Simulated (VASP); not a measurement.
SiC (Moissanite 3C):

```
Si C
1.0
     0.00000    2.16438    2.16438
     2.16438    0.00000    2.16438
     2.16438    2.16438    0.00000
Si C
1 1
Direct
  0.00000 0.00000 0.00000
  0.75000 0.75000 0.75000
```

Base run:

| Quantity | Value |
| --- | --- |
| Program | VASP 6.6.1 |
| Functional | PBEsol |
| Potentials or basis | VASP PAW PBE potentials, release 64 (Si, C) |
| Cutoff | 520 eV |
| k mesh | 10 × 10 × 10 |
| Occupations | fermi-dirac, width 0.05 eV |
| Spin | no spin polarisation |

Its results: band gap on the k mesh 1.22 eV, indirect (least direct gap 4.46 eV); pressure 4.8 GPa.

Q: The run is repeated on the same cell with these changes: functional from PBEsol to PBE. What comes out?

A: Band gap on the k mesh 1.34 eV, indirect (least direct gap 4.56 eV); pressure 7.9 GPa.

PBE binds less tightly than PBEsol, so the same cell stands under more pressure.

Caveats: the PAW data sets were made with another functional, which shifts forces and pressure a little (some runs).

A k mesh can miss the band edges.
